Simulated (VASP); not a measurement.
# CuO (Cccm) in VASP: notebook, part 2 of 2

VASP 6.6.1. The steps go on from the part before.

## 3. Vibrations by perturbation theory, LDA

INCAR reads:

```
PREC     = Accurate       # precision mode
ENCUT    = 520            # plane-wave cutoff, eV
EDIFF    = 1E-8           # SCF threshold, eV
ISMEAR   = -1             # smearing method
SIGMA    = 0.05           # smearing width, eV
LREAL    = False          # projectors in reciprocal space
LASPH    = True           # aspherical terms in the spheres
NELM     = 80             # most SCF steps
ALGO     = Normal         # electronic algorithm
ISIF     = 2              # what is computed and relaxed
LWAVE    = False          # write WAVECAR
LCHARG   = True           # write CHGCAR
GGA      = CA             # functional
IBRION   = 8              # ionic algorithm
NSW      = 1              # ionic steps
```

KPOINTS reads:

```
regular mesh
0
Gamma
  8 8 5
```

POSCAR reads:

```
CuO
1.0
    1.9909680000     -2.1535500000      0.0000000000
    1.9909680000      2.1535500000      0.0000000000
    0.0000000000      0.0000000000      5.1559280000
Cu O
2 2
Direct
    0.5000000000      0.0000000000      0.0000000000
    0.0000000000      0.5000000000      0.5000000000
    0.5000000000      0.5000000000      0.2500000000
    0.5000000000      0.5000000000      0.7500000000
```

Potentials or basis: VASP PAW LDA potentials, release 64 (Cu, O).

On the command line:

```
$ cat potpaw_LDA.64/Cu/POTCAR potpaw_LDA.64/O/POTCAR > POTCAR
$ mpirun -np 1 vasp_std > vasp.out
```

OUTCAR:

```text
PREC = Accurate
   ENCUT = 520
   EDIFF = 1E-8
   ISMEAR = -1
   LREAL = False
   LASPH = True
   NELM = 80
   ISIF = 2
   GGA = CA
   IBRION = 8
   NSW = 1

 ion  position               nearest neighbor table
   1  0.500  0.000  0.000-   3 1.95   4 1.95   3 1.95   4 1.95
   2  0.000  0.500  0.500-   3 1.95   4 1.95   3 1.95   4 1.95
   3  0.500  0.500  0.250-   1 1.95   2 1.95   1 1.95   2 1.95
   4  0.500  0.500  0.750-   1 1.95   2 1.95   1 1.95   2 1.95

  LATTYP: Found a base centered orthorhombic cell.
 ALAT       =     3.9819360000
 B/A-ratio  =     1.0816597755
 C/A-ratio  =     1.2948294498

  Lattice vectors:
[... 844 lines left out ...]
  1Y    -3.883742   -9.596837    0.000000    0.017102    0.255104    0.000000    1.933320    4.670867    0.000000    1.933320    4.670867    0.000000
  1Z     0.000000    0.000000  -13.892918    0.000000    0.000000    3.586319    0.000000    0.000000    5.153299    0.000000    0.000000    5.153299
  2X     0.267986    0.018962    0.000000   -9.093918    3.883253    0.000000    4.412966   -1.951108    0.000000    4.412966   -1.951108    0.000000
  2Y    -0.017102    0.255104    0.000000    3.883742   -9.596837    0.000000   -1.933320    4.670867    0.000000   -1.933320    4.670867    0.000000
  2Z     0.000000    0.000000    3.586319    0.000000    0.000000  -13.892918    0.000000    0.000000    5.153299    0.000000    0.000000    5.153299
  3X     4.412799    1.936006    0.000000    4.412799   -1.936006    0.000000   -6.698079    0.000000    0.000000   -2.127519    0.000000    0.000000
  3Y     1.953871    4.664957    0.000000   -1.953871    4.664957    0.000000    0.000000   -6.991573    0.000000    0.000000   -2.338341    0.000000
  3Z     0.000000    0.000000    5.169191    0.000000    0.000000    5.169191    0.000000    0.000000  -13.026034    0.000000    0.000000    2.687653
  4X     4.412799    1.936006    0.000000    4.412799   -1.936006    0.000000   -2.127519    0.000000    0.000000   -6.698079    0.000000    0.000000
  4Y     1.953871    4.664957    0.000000   -1.953871    4.664957    0.000000    0.000000   -2.338341    0.000000    0.000000   -6.991573    0.000000
  4Z     0.000000    0.000000    5.169191    0.000000    0.000000    5.169191    0.000000    0.000000    2.687653    0.000000    0.000000  -13.026034

 Eigenvectors and eigenvalues of the dynamical matrix
 ----------------------------------------------------

   1 f  =   15.492795 THz    97.344103 2PiTHz  516.784021 cm-1    64.073024 meV
             X         Y         Z           dx          dy          dz
      0.995484 -1.076775  0.000000    -0.000000   -0.000000    0.000000
      0.995484  1.076775  2.577964    -0.000000    0.000000    0.000000
      1.990968  0.000000  1.288982     0.000000   -0.000000   -0.707107
      1.990968  0.000000  3.866946     0.000000   -0.000000    0.707107
[... 71 lines left out ...]
  12 f/i=    0.008666 THz     0.054449 2PiTHz    0.289062 cm-1     0.035839 meV
             X         Y         Z           dx          dy          dz
      0.995484 -1.076775  0.000000    -0.000000    0.000000    0.632200
      0.995484  1.076775  2.577964    -0.000000    0.000000    0.632200
      1.990968  0.000000  1.288982    -0.000000    0.000000    0.316739
      1.990968  0.000000  3.866946    -0.000000    0.000000    0.316739

--------------------------------------------------------------------------------------------------------

 ELASTIC MODULI CONTR FROM IONIC RELAXATION (kBar)
 Direction    XX          YY          ZZ          XY          YZ          ZX
 --------------------------------------------------------------------------------
 XX           0.0000      0.0000      0.0000      0.0000      0.0000      0.0000
 YY           0.0000      0.0000      0.0000      0.0000      0.0000      0.0000
 ZZ           0.0000      0.0000      0.0000      0.0000      0.0000      0.0000
 XY           0.0000      0.0000      0.0000    -61.1424     -0.0000     -0.0000
 YZ           0.0000      0.0000      0.0000     -0.0000   -185.4068      0.0000
 ZX           0.0000      0.0000      0.0000     -0.0000      0.0000   -265.6096
 --------------------------------------------------------------------------------
```

OSZICAR:

```text
N       E                     dE             d eps       ncg     rms          rms(c)
DAV:   1     0.305042829850E+03    0.30504E+03   -0.16884E+04  2718   0.253E+03
DAV:   2     0.178929018025E+02   -0.28715E+03   -0.27408E+03  2681   0.435E+02
DAV:   3    -0.274299645396E+02   -0.45323E+02   -0.43006E+02  3794   0.193E+02
[... 137 lines left out ...]
RMM:  15    -0.371203017853E+00   -0.18742E-08   -0.55362E-07  7047   0.530E-04    0.552E-06
RMM:  16    -0.371203018836E+00   -0.98284E-09   -0.52203E-07  7111   0.520E-04    0.476E-07
RMM:  17    -0.371203019356E+00   -0.52031E-09   -0.53044E-07  6970   0.515E-04    0.125E-06
RMM:  18    -0.371203017604E+00    0.17517E-08   -0.50704E-07  5768   0.513E-04    0.346E-07
RMM:  19    -0.371203018035E+00   -0.43119E-09   -0.51055E-07  4927   0.513E-04    0.252E-07
RMM:  20    -0.371203017645E+00    0.39019E-09   -0.50532E-07  4817   0.513E-04    0.518E-08
 Linear response finished
```

stdout:

```text
POSCAR found type information on POSCAR CuO
 POSCAR found :  2 types and       4 ions
 scaLAPACK will be used
 LDA part: xc-table for (Slater(with rela. corr.)+CA(PZ))
 , standard interpolation
 POSCAR, INCAR and KPOINTS ok, starting setup
 FFT: planning ... GRIDC
 FFT: planning ... GRID_SOFT
 FFT: planning ... GRID
 WAVECAR not read
 entering main loop
 Linear response reoptimize wavefunctions to high precision
 Linear response DOF=           6
 Linear response progress:
 first order change of Fermi-energy  -0.31637E-04
 force on displaced ion       1 direction 1 :  -9.094  -3.883   0.000
 Linear response progress:
 first order change of Fermi-energy   0.35421E-05
 force on displaced ion       1 direction 2 :  -3.884  -9.597   0.000
 Linear response progress:
 first order change of Fermi-energy  -0.34039E-03
 force on displaced ion       1 direction 3 :   0.000  -0.000 -13.893
 Linear response progress:
 first order change of Fermi-energy   0.66795E-04
 force on displaced ion       3 direction 1 :  -6.698  -0.000   0.000
 Linear response progress:
 first order change of Fermi-energy   0.10400E-03
 force on displaced ion       3 direction 2 :   0.000  -6.992   0.000
 Linear response progress:
 first order change of Fermi-energy   0.11770E-03
 force on displaced ion       3 direction 3 :   0.000  -0.000 -13.026
 Linear response finished
```

Wall time 19 min (1 thread of Oxide Virtual Turin-like, shared host); peak memory 0.31 GiB.

What came out:

* Highest phonon frequency at Γ, LO-TO splitting left out: 517 cm⁻¹

Phonon frequencies in cm⁻¹ (negative: imaginary):
```tsv
q point	frequencies
(0.000, 0.000, 0.000)	0 0 0 178 183 273 279 281 443 455 469 517
```

Caveat: the cell stands under pressure or tension, which shifts response properties.
